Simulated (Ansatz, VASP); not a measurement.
**MnHg in VASP and in Ansatz**

```xyz
4
Lattice="6.5760 0.0000 0.0000 0.0000 3.2880 0.0000 0.0000 0.0000 3.3130" Properties=species:S:1:pos:R:3 pbc="T T T"
Mn    1.6440    1.6440    1.6565
Mn    4.9320    1.6440    1.6565
Hg    0.0000    0.0000    0.0000
Hg    3.2880    0.0000    0.0000
```

Alike in both runs: task single point; functional r2SCAN; k mesh 4 × 8 × 8; occupations fermi-dirac, width 0.05 eV; no spin polarisation.

|  | VASP | Ansatz |
| --- | --- | --- |
| version | VASP 6.6.1 | Ansatz 0.2.0 |
| potentials or method | VASP PAW PBE potentials, release 64 (Mn_pv, Hg), cutoff 520 eV | PAW plane waves |
| valence electrons in the cell | 50 | 70 |

|  | VASP | Ansatz | Ansatz less VASP |
| --- | --- | --- | --- |
| pressure (GPa) | -17.1 | -17.8 | -0.74 |

VASP's potentials were made for PBE, not for r2SCAN. With one functional, cell and mesh, what is left measures potentials, basis and numerics. VASP's potentials hold 50 valence electrons a cell and Ansatz's 70, so a difference there can come from the potentials and not from the codes.

Neither program's run includes spin-orbit coupling.
